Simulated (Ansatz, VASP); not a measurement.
## One calculation of KZn, two programs

```
K Zn
1.0
     0.00000    3.61009    3.61009
     3.61009    0.00000    3.61009
     3.61009    3.61009    0.00000
K Zn
2 2
Cartesian
  0.9025 0.9025 0.9025
  -0.9025 -0.9025 -0.9025
  2.7076 2.7076 2.7076
  -2.7076 -2.7076 -2.7076
```

Change from the starting cell: volume scaled by 0.8, LAPW.

Alike in both runs: task single point; functional PBEsol; k mesh 7 × 7 × 7; occupations fermi-dirac, width 0.05 eV; no spin polarisation.

|  | VASP | Ansatz |
| --- | --- | --- |
| version | VASP 6.6.1 | Ansatz 0.2.0 |
| potentials or method | VASP PAW PBE potentials, release 64 (K_sv, Zn), cutoff 520 eV | all-electron LAPW, scalar-relativistic |

```csv
,VASP,Ansatz,Ansatz less VASP
pressure (GPa),4.6,4.5,-0.13
```

VASP's potentials were made for PBE, not for PBEsol. Ansatz ran all-electron here, and VASP with PAW potentials.
